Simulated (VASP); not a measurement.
Write the native input for VASP 6.6.1 that does the following.

```yaml
Task: single point
Functional: PBEsol
Potentials_or_basis: VASP PAW PBE potentials, release 64 (Ti_sv, Al)
Cutoff: 520 eV
k_mesh: 18 × 18 × 6
Occupations: gaussian, width 0.15 eV
Spin: no spin polarisation
Dipole_correction: no
Further_INCAR_settings: ALGO = Fast; EDIFF = 1e-06; NBANDS = 28
```

The structure of Ti3Al lies in POSCAR:

```
Ti3Al
1.0
    2.8957824532      0.0000000000      0.0000000000
   -1.4478912266      2.5078211683      0.0000000000
    0.0000000000      0.0000000000      9.1393541757
Ti Al
3 1
Direct
    0.6666666667      0.3333333333      0.0000000000
    0.3333333333      0.6666666667      0.7566469899
    0.3333333333      0.6666666667      0.2488238562
    0.6666666667      0.3333333333      0.5000000000
```

This cell differs from its parent crystal: atom 2 (Ti) moved +0.050 Å along Cartesian [0 0 1].

These files were run (other wordings do the same):

INCAR

```
PREC = Accurate ; ENCUT = 520
EDIFF = 1E-6 ; ISMEAR = 0
SIGMA = 0.15 ; LREAL = False
LASPH = True ; NELM = 60
ALGO = Fast ; ISIF = 2
LWAVE = False ; LCHARG = True
GGA = PS ; LELF = True
LVHAR = True ; NBANDS = 28
```

KPOINTS

```
Automatic mesh
0
Gamma
  18 18 6
```

Potentials or basis: VASP PAW PBE potentials, release 64 (Ti_sv, Al).

Run with:

```sh
$ cat potpaw_PBE.64/Ti_sv/POTCAR potpaw_PBE.64/Al/POTCAR > POTCAR
$ mpirun -np 1 vasp_std > vasp.out
```

Results of the run:

| Quantity | Value |
| --- | --- |
| Pressure | -0.1 GPa |
| Largest force | 0.359 eV/Å |

Caveat: the cell differs from its parent crystal (atom 2 (Ti) moved +0.050 Å along Cartesian [0 0 1]); the PAW data sets were made with another functional, which shifts forces and pressure a little.

Run time: 25 min on 1 thread of Intel(R) Xeon(R) Platinum 8259CL CPU @ 2.50GHz (Skylake/Cascade Lake), on a shared host, peak memory 0.42 GiB.
